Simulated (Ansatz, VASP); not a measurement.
**Two plane-wave programs on Te2Mo**

The input INCAR:

```
PREC = Accurate
ENCUT = 520
EDIFF = 1E-6
ISMEAR = -1
SIGMA = 0.05
LREAL = False
LASPH = True
NELM = 60
ALGO = Normal
ISIF = 2
LWAVE = False
LCHARG = True
GGA = CA
LELF = True
LVHAR = True
NBANDS = 64
```

KPOINTS

```
Automatic mesh
0
Gamma
  9 9 1
```

Contents of POSCAR:

```
Te2Mo
1.0
    3.5613831954      0.0000000000      0.0000000000
   -1.7806915977      3.0842483198      0.0000000000
    0.0000000000      0.0000000000     38.9902681400
Te Mo
8 4
Direct
    0.3333333333      0.6666666667      0.3282231700
    0.3333333333      0.6666666667      0.9518180900
    0.6666666667      0.3333333333      0.1400809200
    0.6666666667      0.3333333333      0.7636306700
    0.6666666667      0.3333333333      0.0481819100
    0.6666666667      0.3333333333      0.6717768300
    0.3333333333      0.6666666667      0.2363693300
    0.3333333333      0.6666666667      0.8599190800
    0.6666666667      0.3333333333      0.2823380000
    0.6666666667      0.3333333333      0.9058588400
    0.3333333333      0.6666666667      0.0941411600
    0.3333333333      0.6666666667      0.7176620000
```

Contents of input.yaml:

```yaml
crystal:
  lattice:
    - [3.5613831954, 0.0, 0.0]
    - [-1.7806915977, 3.0842483198, 0.0]
    - [0.0, 0.0, 38.99026814]
  atoms:
    - { symbol: Te, position: [0.3333333333, 0.6666666667, 0.32822317] }
    - { symbol: Te, position: [0.3333333333, 0.6666666667, 0.95181809] }
    - { symbol: Te, position: [0.6666666667, 0.3333333333, 0.14008092] }
    - { symbol: Te, position: [0.6666666667, 0.3333333333, 0.76363067] }
    - { symbol: Te, position: [0.6666666667, 0.3333333333, 0.04818191] }
    - { symbol: Te, position: [0.6666666667, 0.3333333333, 0.67177683] }
    - { symbol: Te, position: [0.3333333333, 0.6666666667, 0.23636933] }
    - { symbol: Te, position: [0.3333333333, 0.6666666667, 0.85991908] }
    - { symbol: Mo, position: [0.6666666667, 0.3333333333, 0.282338] }
    - { symbol: Mo, position: [0.6666666667, 0.3333333333, 0.90585884] }
    - { symbol: Mo, position: [0.3333333333, 0.6666666667, 0.09414116] }
    - { symbol: Mo, position: [0.3333333333, 0.6666666667, 0.717662] }
hamiltonian:
  xc: lda
  pseudopotentials: { kind: paw }
kpoints:
  mp_grid: { grid: [9, 9, 1] }
  band_path:
    path:
      - [[0.0, 0.0, 0.0], [0.5, 0.0, 0.0], [0.3333333333, 0.3333333333, 0.0], [0.0, 0.0, 0.0], [0.0, 0.0, 0.5], [0.5, 0.0, 0.5], [0.3333333333, 0.3333333333, 0.5], [0.0, 0.0, 0.5]]
      - [[0.5, 0.0, 0.5], [0.5, 0.0, 0.0]]
      - [[0.3333333333, 0.3333333333, 0.0], [0.3333333333, 0.3333333333, 0.5]]
    npoints: 10
scf:
  occupations: { method: fermi_dirac, width: 0.05 }
  n_extra_bands: 30
output:
  forces: true
  stress: true
  eigenvalues: true
  fatbands: false
  write_density: true
  write_potential: true
  elf: true
  volumetric_format: npy
```

Alike in both runs: functional LDA; k mesh 9 × 9 × 1; occupations fermi-dirac, width 0.05 eV; no spin polarisation.

```csv
,VASP,Ansatz
version,VASP 6.6.1,Ansatz 0.2.0
potentials or method,"VASP PAW LDA potentials, release 64 (Te, Mo_sv)",Ansatz PAW
plane-wave cutoff (eV),520,420
valence electrons in the cell,104,184
task,single point,band structure
```

```tsv
	VASP	Ansatz	Ansatz less VASP
gap on the k mesh at the Fermi level (eV)	0.96	0.98	+0.012
least direct gap on the mesh (eV)	0.99	0.99	0.000
rms of the force components (eV/Å)	0.141	0.165	+0.0244
```

LDA's correlation is that of Perdew and Zunger in VASP and of Perdew and Wang (1992) in Ansatz. Atom by atom the forces differ by 0.025 eV/Å (rms over components). VASP's potentials hold 104 valence electrons a cell and Ansatz's 184, so a difference there can come from the potentials and not from the codes.

Spin-orbit coupling is off throughout.
